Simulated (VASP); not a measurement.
Crystal: In3As.

```
In As
1.0
     4.67168    0.00000    0.00000
     0.00000    4.67168    0.00000
     0.00000    0.00000    4.67168
In As
3 1
Direct
  0.00000 0.50000 0.50000
  0.50000 0.00000 0.50000
  0.50000 0.50000 0.00000
  0.00000 0.00000 0.00000
```

* Program: VASP 6.6.1
* Task: relaxation of cell and atoms
* Functional: r2SCAN
* Potentials or basis: VASP PAW PBE potentials, release 64 (In_d, As)
* Cutoff: 600 eV
* k mesh: 10 × 10 × 10
* Occupations: gaussian, width 0.1 eV
* Spin: no spin polarisation

At the start: pressure -1.2 GPa; volume 25.49 Å³/atom.

Task: How do energy, volume and symmetry change on relaxing?

Result: Over 3 steps the energy falls by 2.4 meV/atom and the volume is 24.84 Å³/atom (-2.5 %); space group Pm-3m (No. 221, to 0.1 Å) before and after.

Step by step:
```csv
step,energy change (eV),largest force (eV/Å),pressure (GPa),volume (Å³)
1,0.0000,0.0000,-1.17,101.96
2,-0.0095,0.0000,0.07,99.22
3,-0.0095,0.0000,-0.03,99.38
```

Final structure:
```
CELL_PARAMETERS angstrom
4.63191 0.00000 0.00000
0.00000 4.63191 0.00000
0.00000 0.00000 4.63191
ATOMIC_POSITIONS crystal
In 0.00000 0.50000 0.50000
In 0.50000 0.00000 0.50000
In 0.50000 0.50000 0.00000
As 0.00000 0.00000 0.00000
```

Caveat: the PAW data sets were made with another functional, which shifts forces and pressure a little.
